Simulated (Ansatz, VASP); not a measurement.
C: VASP beside Ansatz

```
C
1.0
     0.00000    2.28653    3.34800
     1.32010    0.00000    3.34800
     1.32010    2.28653    0.00000
C
2
Direct
  0.16667 0.83333 0.16667
  0.83333 0.16667 0.83333
```

Change from the starting cell: strain +0.0750 x Voigt [1, 1, 0, 0, 0, 0], atoms carried along.

Alike in both runs: task single point; functional LDA; k mesh 14 × 14 × 14; occupations gaussian, width 0.05 eV; no spin polarisation.

```csv
,VASP,Ansatz
version,VASP 6.6.1,Ansatz 0.2.0
potentials or method,"VASP PAW LDA potentials, release 64 (C), cutoff 520 eV","scalar-relativistic, plane waves, PAW"
valence electrons in the cell,8,8
```

|  | VASP | Ansatz | Ansatz less VASP |
| --- | --- | --- | --- |
| gap on the k mesh at the Fermi level (eV) | 0.07 | 0.07 | +0.001 |
| least direct gap on the mesh (eV) | 0.10 | 0.10 | +0.002 |
| pressure (GPa) | -46.7 | -47.3 | -0.54 |
| traceless stress, the component that is largest in VASP (GPa) | 47.21 | 47.83 | +0.615 |
| rms of the force components (eV/Å) | 0.021 | 0.021 | 0.0000 |

LDA's correlation is that of Perdew and Zunger in VASP and of Perdew and Wang (1992) in Ansatz. Atom by atom the forces differ by 0.000 eV/Å (rms over components). Both programs put the cell under strong tension, so it lies far from rest at this level.

Noted on VASP's run: the cell as given lies far from equilibrium.
